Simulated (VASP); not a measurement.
TiWSe3:

```
Ti W Se
1.0
     4.72674    0.00000    0.00000
     0.00000    4.72674    0.00000
     0.00000    0.00000    4.72674
Ti W Se
1 1 3
Cartesian
  0.0000 0.0000 0.0000
  2.3634 2.3634 2.3634
  0.0000 2.3634 2.3634
  2.3634 2.3634 0.0000
  2.3634 0.0000 2.3634
```

* Program: VASP 6.6.1
* Task: relaxation of cell and atoms
* Functional: PBE
* Potentials or basis: VASP PAW PBE potentials, release 64 (Ti_sv, W_sv, Se)
* Cutoff: 600 eV
* k mesh: 4 × 4 × 4
* Occupations: gaussian, width 0.1 eV
* Spin: collinear spin, ferromagnetic start
* Starting moments: [1.0, 0.0, 0.0, 0.0, 0.0] μB

At the start: pressure 13.2 GPa; volume 21.12 Å³/atom.

Task: Where does the relaxation end?

Result: Over 4 steps the energy falls by 110.3 meV/atom and the volume is 23.87 Å³/atom (+13.0 %); space group Pm-3m (No. 221, to 0.05 Å); moment 0.79 μB per cell.

The path:
```csv
step,energy change (eV),largest force (eV/Å),pressure (GPa),volume (Å³)
1,0.0000,0.0000,13.19,105.61
2,-0.0017,0.0000,-8.06,134.48
3,-0.5503,0.0000,0.49,118.59
4,-0.5513,0.0000,-0.05,119.36
```

Final structure:
```
Ti W Se
1.0
     4.92370    0.00000    0.00000
     0.00000    4.92370    0.00000
     0.00000    0.00000    4.92370
Ti W Se
1 1 3
Cartesian
  0.0000 0.0000 0.0000
  2.4619 2.4619 2.4619
  0.0000 2.4619 2.4619
  2.4619 2.4619 0.0000
  2.4619 0.0000 2.4619
```
